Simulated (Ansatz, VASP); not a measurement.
Two plane-wave programs on WS

INCAR

```
PREC = Accurate
ENCUT = 520
EDIFF = 1E-6
ISMEAR = -1
SIGMA = 0.05
LREAL = F
LASPH = T
NELM = 100
ALGO = Normal
ISIF = 2
LWAVE = F
LCHARG = T
LELF = T
LVHAR = T
NBANDS = 17
```

File KPOINTS:

```
regular mesh
0
Gamma
  5 5 5
```

The input POSCAR:

```
WS
1.0
    3.0078900000      0.0000000000      0.0000000000
    0.0000000000      3.0078900000      0.0000000000
    0.0000000000      0.0000000000      3.0078900000
W S
1 1
Direct
    0.5000000000      0.5000000000      0.5000000000
    0.0000000000      0.0000000000      0.0000000000
```

Contents of input.yaml:

```yaml
crystal:
  lattice:
    - [3.00789, 0.0, 0.0]
    - [0.0, 3.00789, 0.0]
    - [0.0, 0.0, 3.00789]
  atoms:
    - { symbol: W, position: [0.5, 0.5, 0.5] }
    - { symbol: S, position: [0.0, 0.0, 0.0] }
hamiltonian:
  xc: lda
  pseudopotentials: { kind: paw }
kpoints:
  mp_grid: { grid: [5, 5, 5] }
scf:
  occupations: { method: fermi_dirac, width: 0.05 }
  n_extra_bands: 6
output:
  forces: true
  stress: true
  eigenvalues: true
  dos: { projected: true, de: 0.05, nscf_kmesh: { grid: [8, 8, 8] } }
```

Alike in both runs: functional LDA; k mesh 5 × 5 × 5; occupations fermi-dirac, width 0.05 eV; no spin polarisation.

|  | VASP | Ansatz |
| --- | --- | --- |
| version | VASP 6.6.1 | Ansatz 0.2.0 |
| potentials or method | VASP PAW LDA potentials, release 64 (W_sv, S) | Ansatz PAW |
| plane-wave cutoff (eV) | 520 | 420 |
| valence electrons in the cell | 20 | 20 |
| task | single point | projected density of states |

```csv
,VASP,Ansatz,Ansatz less VASP
gap on the k mesh at the Fermi level (eV),none,none,-
pressure (GPa),-10.5,-11.7,-1.13
```

LDA's correlation is that of Perdew and Zunger in VASP and of Perdew and Wang (1992) in Ansatz. A gap of «none» marks a metal or a gap that the smearing closes.

The k mesh is coarse, so the values compare programs but aren't converged. Spin-orbit coupling is off throughout.
